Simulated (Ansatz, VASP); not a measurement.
## Two plane-wave programs on LiF

```xyz
2
Lattice="2.5656 0.0000 0.0000 0.0000 2.5656 0.0000 0.0000 0.0000 2.5656" Properties=species:S:1:pos:R:3 pbc="T T T"
Li    0.0000    0.0000    0.0000
F     1.2828    1.2828    1.2828
```

Alike in both runs: task single point; functional r2SCAN; k mesh 8 × 8 × 8; no spin polarisation.

|  | VASP | Ansatz |
| --- | --- | --- |
| version | VASP 6.6.1 | Ansatz 0.2.0 |
| potentials or method | VASP PAW PBE potentials, release 64 (Li_sv, F) | plane waves, PAW |
| plane-wave cutoff (eV) | 520 | 500 |
| occupations | gaussian, width 0.01 eV | fixed |
| valence electrons in the cell | 10 | 10 |

|  | VASP | Ansatz | Ansatz less VASP |
| --- | --- | --- | --- |
| gap on the k mesh at the Fermi level (eV) | 8.57 | 8.40 | -0.172 |

VASP's potentials were made for PBE, not for r2SCAN.

Noted on VASP's run: the cutoff is short for stress, so the pressure is rough.
